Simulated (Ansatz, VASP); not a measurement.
## In5Sb2As3 in VASP and in Ansatz

Contents of INCAR:

```
SYSTEM = In5Sb2As3
  PREC = Accurate
  ENCUT = 520
  EDIFF = 1E-6
  ISMEAR = 0
  SIGMA = 0.1
  LREAL = .False.
  LASPH = .True.
  NELM = 80
  ALGO = Normal
  ISIF = 2
  LWAVE = .False.
  LCHARG = .False.
  GGA = PE
  NBANDS = 56
```

Contents of KPOINTS:

```
regular mesh
0
Gamma
  4 4 4
  0 0 0
```

Contents of POSCAR:

```
In5Sb2As3
1.0
    6.6628750000      0.0000000000      0.0000000000
    0.0000000000      5.6765656000      0.0000000000
   -0.2696235900      0.0000000000      6.8568147600
In Sb As
5 2 3
Direct
    0.0000000000      0.0000000000      0.0000000000
    0.4000000000      0.0000000000      0.2000000000
    0.8000000000      0.0000000000      0.4000000000
    0.2000000000      0.0000000000      0.6000000000
    0.6000000000      0.0000000000      0.8000000000
    0.2500000000      0.5000000000      0.5000000000
    0.0500000000      0.5000000000      0.9000000000
    0.8500000000      0.5000000000      0.3000000000
    0.6500000000      0.5000000000      0.7000000000
    0.4500000000      0.5000000000      0.1000000000
```

Input for Ansatz:

```yaml
crystal:
  lattice:
    - [6.662875, 0.0, 0.0]
    - [0.0, 5.6765656, 0.0]
    - [-0.26962359, 0.0, 6.85681476]
  atoms:
    - { symbol: In, position: [0.0, 0.0, 0.0] }
    - { symbol: In, position: [0.4, 0.0, 0.2] }
    - { symbol: In, position: [0.8, 0.0, 0.4] }
    - { symbol: In, position: [0.2, 0.0, 0.6] }
    - { symbol: In, position: [0.6, 0.0, 0.8] }
    - { symbol: Sb, position: [0.25, 0.5, 0.5] }
    - { symbol: Sb, position: [0.05, 0.5, 0.9] }
    - { symbol: As, position: [0.85, 0.5, 0.3] }
    - { symbol: As, position: [0.65, 0.5, 0.7] }
    - { symbol: As, position: [0.45, 0.5, 0.1] }
basis:
  ecutwfc: 420
kpoints:
  mp_grid: { grid: [4, 4, 4] }
hamiltonian:
  xc: pbe
scf:
  occupations: { method: gaussian, width: 0.1 }
  lower_state_search: "off"
output:
  forces: true
  stress: true
  eigenvalues: true
```

Alike in both runs: task single point; functional PBE; k mesh 4 × 4 × 4; occupations gaussian, width 0.1 eV; no spin polarisation.

```csv
,VASP,Ansatz
version,VASP 6.6.1,Ansatz 0.2.0
potentials or method,"VASP PAW PBE potentials, release 64 (In_d, Sb, As), cutoff 520 eV","scalar-relativistic, plane waves, PAW"
valence electrons in the cell,90,140
```

```csv
,VASP,Ansatz,Ansatz less VASP
gap on the k mesh at the Fermi level (eV),none,none,-
pressure (GPa),0.4,0.4,+0.01
"traceless stress, the component that is largest in VASP (GPa)",-0.62,-0.61,+0.002
rms of the force components (eV/Å),0.145,0.145,-0.0003
```

Atom by atom the forces differ by 0.001 eV/Å (rms over components). A gap of «none» marks a metal or a gap that the smearing closes. The functional is the same, so the differences come from potentials, cutoffs and numerics. VASP's potentials hold 90 valence electrons a cell and Ansatz's 140, so a difference there can come from the potentials and not from the codes.

Neither program's run includes spin-orbit coupling.
